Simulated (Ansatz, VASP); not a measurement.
**Zr2Mo: VASP beside Ansatz**

The input INCAR:

```
ALGO = Fast ; EDIFF = 1E-6
ENCUT = 520 ; GGA = PE
ISIF = 2 ; ISMEAR = 0
LASPH = True ; LCHARG = False
LREAL = False ; LWAVE = False
NBANDS = 47 ; NELM = 100
PREC = Accurate ; SIGMA = 0.1
```

File KPOINTS:

```
k-points
0
Gamma
  6 6 4
```

POSCAR

```
Zr2Mo
1.0
    4.9100568234      0.0000000000      0.0000000000
   -2.4550284117      4.2522339431      0.0000000000
    0.0000000000      0.0000000000      5.6590429389
Zr Mo
4 2
Direct
    0.3333333333      0.6666666667      0.2500000000
    0.3333333333      0.6666666667      0.7500000000
    0.6666666667      0.3333333333      0.2500000000
    0.6666666667      0.3333333333      0.7500000000
    0.0000000000      0.0000000000      0.0000000000
    0.0000000000      0.0000000000      0.5000000000
```

Input for Ansatz:

```yaml
crystal:
  lattice:
    - [4.9100568234, 0.0, 0.0]
    - [-2.4550284117, 4.2522339431, 0.0]
    - [0.0, 0.0, 5.6590429389]
  atoms:
    - { symbol: Zr, position: [0.3333333333, 0.6666666667, 0.25] }
    - { symbol: Zr, position: [0.3333333333, 0.6666666667, 0.75] }
    - { symbol: Zr, position: [0.6666666667, 0.3333333333, 0.25] }
    - { symbol: Zr, position: [0.6666666667, 0.3333333333, 0.75] }
    - { symbol: Mo, position: [0.0, 0.0, 0.0] }
    - { symbol: Mo, position: [0.0, 0.0, 0.5] }
basis:
  ecutwfc: 420
kpoints:
  mp_grid: { grid: [6, 6, 4] }
hamiltonian:
  xc: pbe
scf:
  occupations: { method: gaussian, width: 0.1 }
output:
  forces: true
  stress: true
  eigenvalues: true
```

Alike in both runs: task single point; functional PBE; k mesh 6 × 6 × 4; occupations gaussian, width 0.1 eV; no spin polarisation.

```csv
,VASP,Ansatz
version,VASP 6.6.1,Ansatz 0.2.0
potentials or method,"VASP PAW PBE potentials, release 64 (Zr_sv, Mo_sv), cutoff 520 eV","scalar-relativistic, plane waves, PAW"
valence electrons in the cell,76,76
```

|  | VASP | Ansatz | Ansatz less VASP |
| --- | --- | --- | --- |
| gap on the k mesh at the Fermi level (eV) | none | none | - |
| pressure (GPa) | 0.1 | 0.0 | -0.12 |
| traceless stress, the component that is largest in VASP (GPa) | 0.49 | 0.47 | -0.029 |

A gap of «none» marks a metal or a gap that the smearing closes. The functional is the same, so the differences come from potentials, cutoffs and numerics.
